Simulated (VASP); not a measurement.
# GaN in VASP: a series of runs, part 2 of 2

VASP 6.6.1.

## 4. Vibrations by perturbation theory, LDA

This run uses another cell than the first one, of 11.00 Å³/atom.

Input file INCAR:

```
SYSTEM = GaN
ALGO     = Normal         ! electronic algorithm
EDIFF    = 1E-8           ! SCF threshold, eV
ENCUT    = 520            ! plane-wave cutoff, eV
IBRION   = 8              ! ionic algorithm
ISIF     = 2              ! what is computed and relaxed
ISMEAR   = 0              ! smearing method
LASPH    = .True.         ! aspherical terms in the spheres
LCHARG   = .False.        ! write CHGCAR
LEPSILON = .True.         ! dielectric tensor by DFPT
LREAL    = .False.        ! projectors in reciprocal space
LWAVE    = .False.        ! write WAVECAR
NELM     = 100            ! most SCF steps
NSW      = 1              ! ionic steps
PREC     = Accurate       ! precision mode
SIGMA    = 0.01           ! smearing width, eV
```

Input file KPOINTS:

```
k-points
0
Gamma
  8 8 5
  0 0 0
```

Input file POSCAR:

```
GaN
1.0
    3.1517957840      0.0000000000      0.0000000000
   -1.5758978920      2.7295352164      0.0000000000
    0.0000000000      0.0000000000      5.1125907433
Ga N
2 2
Direct
    0.3333333333      0.6666666667     -0.0011346350
    0.6666666667      0.3333333333      0.4988653650
    0.3333333333      0.6666666667      0.3761346350
    0.6666666667      0.3333333333      0.8761346350
```

Potentials or basis: VASP PAW LDA potentials, release 64 (Ga_d, N).

On the command line:

```sh
$ cat potpaw_LDA.64/Ga_d/POTCAR potpaw_LDA.64/N/POTCAR > POTCAR
$ mpirun -np 1 vasp_std > vasp.out
```

OUTCAR:

```text
SYSTEM = GaN
   EDIFF = 1E-8
   ENCUT = 520
   IBRION = 8
   ISIF = 2
   ISMEAR = 0
   LASPH = .True.
   LEPSILON = .True.
   LREAL = .False.
   NELM = 100
   NSW = 1
   PREC = Accurate

 ion  position               nearest neighbor table
   1  0.333  0.667  0.999-   4 1.92   4 1.92   4 1.92   3 1.93
   2  0.667  0.333  0.499-   3 1.92   3 1.92   3 1.92   4 1.93
   3  0.333  0.667  0.376-   2 1.92   2 1.92   2 1.92   1 1.93
   4  0.667  0.333  0.876-   1 1.92   1 1.92   1 1.92   2 1.93

  LATTYP: Found a hexagonal cell.
 ALAT       =     3.1517957840
 C/A-ratio  =     1.6221199258

  Lattice vectors:

 A1 = (   3.1517957840,   0.0000000000,   0.0000000000)
 A2 = (  -1.5758978920,   2.7295352164,   0.0000000000)
 A3 = (   0.0000000000,   0.0000000000,   5.1125907433)

Analysis of symmetry for initial positions (statically):
=====================================================================
 Subroutine PRICEL returns:
 Original cell was already a primitive cell.

 Routine SETGRP: Setting up the symmetry group for a
 hexagonal supercell.

[... 910 lines left out ...]
          X           Y           Z          XY          YZ          ZX
  --------------------------------------------------------------------------------
  x     0.00000     0.00000     0.00000    10.47976     0.00000     5.96410
  y    10.47976   -10.47976    -0.00000    -0.00000     6.23118    -0.00000
  z     5.97682     5.97682   -11.82091     0.00000     0.00000     0.00000

 SECOND DERIVATIVES (NOT SYMMETRIZED)
 ------------------------------------
               1X          1Y          1Z          2X          2Y          2Z          3X          3Y          3Z          4X          4Y          4Z
  1X   -14.431290    0.000000    0.000000    0.512768    0.000000    0.000000    1.005763    0.000000    0.000000   12.912759    0.000000   -0.000000
  1Y    -0.000000  -14.431290    0.000000    0.000000    0.512768    0.000000    0.000000    1.005763    0.000000   -0.000000   12.912759    0.000000
  1Z     0.000000   -0.000000  -21.554239    0.000000   -0.000000    8.609351    0.000000   -0.000000    7.869416    0.000000   -0.000000    5.075472
  2X     0.512768   -0.000000   -0.000000  -14.431290    0.000000   -0.000000   12.912759    0.000000    0.000000    1.005763    0.000000    0.000000
  2Y     0.000000    0.512768   -0.000000    0.000000  -14.431290   -0.000000    0.000000   12.912759   -0.000000    0.000000    1.005763    0.000000
  2Z     0.000000    0.000000    8.609351    0.000000    0.000000  -21.554239    0.000000    0.000000    5.075472    0.000000    0.000000    7.869416
  3X     0.989950    0.000000    0.000000   12.893313    0.000000   -0.000000  -14.582916   -0.000000   -0.000000    0.699654    0.000000   -0.000000
  3Y     0.000000    0.989950    0.000000   -0.000000   12.893313    0.000000    0.000000  -14.582916    0.000000    0.000000    0.699654    0.000000
  3Z     0.000000   -0.000000    7.843468    0.000000   -0.000000    5.049167    0.000000    0.000000  -19.310295    0.000000    0.000000    6.417660
  4X    12.893313    0.000000    0.000000    0.989950   -0.000000   -0.000000    0.699654   -0.000000    0.000000  -14.582916    0.000000    0.000000
  4Y     0.000000   12.893313    0.000000    0.000000    0.989950    0.000000    0.000000    0.699654    0.000000    0.000000  -14.582916    0.000000
  4Z     0.000000    0.000000    5.049167    0.000000    0.000000    7.843468    0.000000    0.000000    6.417660    0.000000    0.000000  -19.310295

 Eigenvectors and eigenvalues of the dynamical matrix
 ----------------------------------------------------

   1 f  =   21.224759 THz   133.359091 2PiTHz  707.981740 cm-1    87.778509 meV
             X         Y         Z           dx          dy          dz
     -0.000000  1.819690  5.106790     0.000000    0.000000    0.044738
      1.575898  0.909845  2.550494     0.000000    0.000000   -0.044738
     -0.000000  1.819690  1.923022     0.000000   -0.000000   -0.705690
      1.575898  0.909845  4.479318    -0.000000    0.000000    0.705690
[... 71 lines left out ...]
  12 f/i=    0.012428 THz     0.078085 2PiTHz    0.414541 cm-1     0.051396 meV
             X         Y         Z           dx          dy          dz
     -0.000000  1.819690  5.106790     0.000000   -0.000000    0.645061
      1.575898  0.909845  2.550494     0.000000   -0.000000    0.645061
     -0.000000  1.819690  1.923022     0.000000   -0.000000    0.289648
      1.575898  0.909845  4.479318     0.000000   -0.000000    0.289648

--------------------------------------------------------------------------------------------------------

 MACROSCOPIC STATIC DIELECTRIC TENSOR IONIC CONTRIBUTION
 ------------------------------------------------------
           3.949539     0.000000    -0.000000
           0.000000     3.949539     0.000000
          -0.000000     0.000000     4.684633
 ------------------------------------------------------

 ELASTIC MODULI CONTR FROM IONIC RELAXATION (kBar)
 Direction    XX          YY          ZZ          XY          YZ          ZX
 --------------------------------------------------------------------------------
 XX        -727.8287    325.7475    397.2588     -0.0000     -0.0000      0.0000
 YY         325.7475   -727.8287    397.2588      0.0000     -0.0000     -0.0000
 ZZ         397.2588    397.2588   -784.9885     -0.0000      0.0000     -0.0000
 XY          -0.0000      0.0000     -0.0000   -526.7881      0.0000      0.0000
 YZ           0.0000     -0.0000      0.0000      0.0000   -175.6210     -0.0000
 ZX           0.0000     -0.0000     -0.0000     -0.0000     -0.0000   -191.2327
 --------------------------------------------------------------------------------

 PIEZOELECTRIC TENSOR IONIC CONTR  for field in x, y, z        (C/m^2)
          XX          YY          ZZ          XY          YZ          ZX
  --------------------------------------------------------------------------------
  x     0.00000    -0.00000    -0.00000    -0.00000    -0.00000    -0.81776
  y     0.00000    -0.00000     0.00000     0.00000    -0.78367    -0.00000
  z    -0.91317    -0.91317     1.80444     0.00000    -0.00000     0.00000
```

stdout:

```text
POSCAR found type information on POSCAR GaN
 POSCAR found :  2 types and       4 ions
 scaLAPACK will be used
 LDA part: xc-table for (Slater(with rela. corr.)+CA(PZ))
 , standard interpolation
[... 103 lines left out ...]
 LRF_COMMUTATOR internal error: the vector H(1)-e(1) S(1) |phi(0)> is not orthog
 onal to |phi(0)> (1.432804886326335E-004,1.769417945496343E-014)
 LRF_COMMUTATOR internal error: the vector H(1)-e(1) S(1) |phi(0)> is not orthog
 onal to |phi(0)> (1.121988053382141E-004,-7.098488463697095E-015)
 LRF_COMMUTATOR internal error: the vector H(1)-e(1) S(1) |phi(0)> is not orthog
 onal to |phi(0)> (1.127376866511376E-004,5.281413174696845E-014)
 LRF_COMMUTATOR internal error: the vector H(1)-e(1) S(1) |phi(0)> is not orthog
 onal to |phi(0)> (1.279832560088512E-004,-1.628558399247027E-014)
 LRF_COMMUTATOR internal error: the vector H(1)-e(1) S(1) |phi(0)> is not orthog
 onal to |phi(0)> (-1.495452281990925E-004,-1.234429225505096E-014)
```

Wall time 32 min (1 thread of AMD EPYC 7R43 (Zen 3), shared host); peak memory 0.38 GiB.

Results:

* Electronic dielectric tensor (diagonal): 5.63, 5.63, 5.75
* Born charges (mean of the diagonal): Ga +2.63; N -2.63 e
* Highest phonon frequency at Γ, LO-TO splitting left out: 708 cm⁻¹

Phonon frequencies in cm⁻¹ (negative: imaginary):
```tsv
q point	frequencies
(0.000, 0.000, 0.000)	0 0 0 140 140 341 549 569 569 579 579 708
```

Electronic dielectric tensor:
```
5.63 0.00 0.00
0.00 5.63 0.00
0.00 0.00 5.75
```

Born effective charge tensors (e):
atom 1, Ga
```
2.58 0.00 0.00
0.00 2.58 0.00
0.00 0.00 2.71
```
atom 2, Ga
```
2.58 0.00 0.00
0.00 2.58 0.00
0.00 0.00 2.71
```
atom 3, N
```
-2.58  0.00  0.00
 0.00 -2.58  0.00
 0.00  0.00 -2.71
```
atom 4, N
```
-2.58  0.00  0.00
 0.00 -2.58  0.00
 0.00  0.00 -2.71
```

Caveat: the cell stands under pressure or tension, which shifts response properties.

## 5. Vibrations by perturbation theory, LDA

Input file INCAR:

```
ALGO = Normal
EDIFF = 1E-8
ENCUT = 520
GGA = CA
IBRION = 8
ISIF = 2
ISMEAR = 0
LASPH = T
LCHARG = F
LEPSILON = T
LREAL = F
LWAVE = F
NBANDS = 26
NELM = 80
NSW = 1
PREC = Accurate
SIGMA = 0.01
```

Input file KPOINTS:

```
k-points
0
Gamma
  8 8 5
```

Input file POSCAR:

```
GaN
1.0
    3.1517957840      0.0000000000      0.0000000000
   -1.5758978920      2.7295352164      0.0000000000
    0.0000000000      0.0000000000      5.1382821540
Ga N
2 2
Direct
    0.3333333333      0.6666666667     -0.0007061012
    0.6666666667      0.3333333333      0.4992938988
    0.3333333333      0.6666666667      0.3757061012
    0.6666666667      0.3333333333      0.8757061012
```

Potentials or basis: VASP PAW LDA potentials, release 64 (Ga_d, N).

On the command line:

```sh
$ cat potpaw_LDA.64/Ga_d/POTCAR potpaw_LDA.64/N/POTCAR > POTCAR
$ mpirun -np 1 vasp_std > vasp.out
```

OUTCAR:

```text
EDIFF = 1E-8
   ENCUT = 520
   GGA = CA
   IBRION = 8
   ISIF = 2
   ISMEAR = 0
   LASPH = T
   LEPSILON = T
   LREAL = F
   NELM = 80
   NSW = 1
   PREC = Accurate

 ion  position               nearest neighbor table
   1  0.333  0.667  0.999-   4 1.93   4 1.93   4 1.93   3 1.93
   2  0.667  0.333  0.499-   3 1.93   3 1.93   3 1.93   4 1.93
   3  0.333  0.667  0.376-   2 1.93   2 1.93   2 1.93   1 1.93
   4  0.667  0.333  0.876-   1 1.93   1 1.93   1 1.93   2 1.93

  LATTYP: Found a hexagonal cell.
 ALAT       =     3.1517957840
 C/A-ratio  =     1.6302712822

  Lattice vectors:

 A1 = (   3.1517957840,   0.0000000000,   0.0000000000)
 A2 = (  -1.5758978920,   2.7295352164,   0.0000000000)
 A3 = (   0.0000000000,   0.0000000000,   5.1382821540)

Analysis of symmetry for initial positions (statically):
[... 1031 lines left out ...]
  4X    12.693558   -0.000000    0.000000    1.017850    0.000000    0.000000    0.680477    0.000000    0.000000  -14.391885    0.000000    0.000000
  4Y     0.000000   12.693558   -0.000000    0.000000    1.017850   -0.000000    0.000000    0.680477    0.000000   -0.000000  -14.391885    0.000000
  4Z     0.000000   -0.000000    5.128708    0.000000    0.000000    7.523502    0.000000    0.000000    6.320704    0.000000    0.000000  -18.972914

 Eigenvectors and eigenvalues of the dynamical matrix
 ----------------------------------------------------

   1 f  =   21.037115 THz   132.180092 2PiTHz  701.722624 cm-1    87.002478 meV
             X         Y         Z           dx          dy          dz
     -0.000000  1.819690  5.134654     0.000000   -0.000000    0.039093
      1.575898  0.909845  2.565513     0.000000   -0.000000   -0.039093
     -0.000000  1.819690  1.930484     0.000000   -0.000000   -0.706025
      1.575898  0.909845  4.499625    -0.000000    0.000000    0.706025
[... 71 lines left out ...]
  12 f/i=    0.008127 THz     0.051061 2PiTHz    0.271073 cm-1     0.033609 meV
             X         Y         Z           dx          dy          dz
     -0.000000  1.819690  5.134654     0.000000    0.000000    0.645135
      1.575898  0.909845  2.565513     0.000000    0.000000    0.645135
     -0.000000  1.819690  1.930484     0.000000    0.000000    0.289483
      1.575898  0.909845  4.499625     0.000000    0.000000    0.289483

--------------------------------------------------------------------------------------------------------

 MACROSCOPIC STATIC DIELECTRIC TENSOR IONIC CONTRIBUTION
 ------------------------------------------------------
           3.978871     0.000000    -0.000000
           0.000000     3.978871    -0.000000
          -0.000000    -0.000000     4.765693
 ------------------------------------------------------

 ELASTIC MODULI CONTR FROM IONIC RELAXATION (kBar)
 Direction    XX          YY          ZZ          XY          YZ          ZX
 --------------------------------------------------------------------------------
 XX        -704.7918    309.8279    371.4996     -0.0000     -0.0000     -0.0000
 YY         309.8279   -704.7918    371.4996      0.0000      0.0000      0.0000
 ZZ         371.4996    371.4996   -698.8588     -0.0000     -0.0000     -0.0000
 XY          -0.0000      0.0000     -0.0000   -507.3098     -0.0000     -0.0000
 YZ           0.0000      0.0000     -0.0000     -0.0000   -170.9241     -0.0000
 ZX          -0.0000      0.0000     -0.0000     -0.0000     -0.0000   -186.2792
 --------------------------------------------------------------------------------

 PIEZOELECTRIC TENSOR IONIC CONTR  for field in x, y, z        (C/m^2)
          XX          YY          ZZ          XY          YZ          ZX
  --------------------------------------------------------------------------------
  x    -0.00000     0.00000    -0.00000    -0.00000    -0.00000    -0.81009
  y    -0.00000     0.00000    -0.00000    -0.00000    -0.77599    -0.00000
  z    -0.91285    -0.91285     1.71724     0.00000     0.00000     0.00000
```

Wall time 20 min (1 thread of AMD EPYC 7R43 (Zen 3), shared host); peak memory 0.43 GiB.

What came out:

```yaml
Electronic_dielectric_tensor_diagonal: 5.66, 5.66, 5.80
Born_charges_mean_of_the_diagonal: Ga +2.63; N -2.63 e
Highest_phonon_frequency_at_Γ_LO-TO_splitting_left_out: 702 cm⁻¹
```

Phonon frequencies in cm⁻¹ (negative: imaginary):
| q point | frequencies |
| --- | --- |
| (0.000, 0.000, 0.000) | 0 0 0 140 140 339 543 566 566 575 575 702 |

Electronic dielectric tensor:
```
5.66 0.00 0.00
0.00 5.66 0.00
0.00 0.00 5.80
```

Born effective charge tensors (e):
atom 1, Ga
```
2.58 0.00 0.00
0.00 2.58 0.00
0.00 0.00 2.72
```
atom 2, Ga
```
2.58 0.00 0.00
0.00 2.58 0.00
0.00 0.00 2.72
```
atom 3, N
```
-2.58  0.00  0.00
 0.00 -2.58  0.00
 0.00  0.00 -2.72
```
atom 4, N
```
-2.58  0.00  0.00
 0.00 -2.58  0.00
 0.00  0.00 -2.72
```

Caveat: the cell stands under pressure or tension, which shifts response properties.
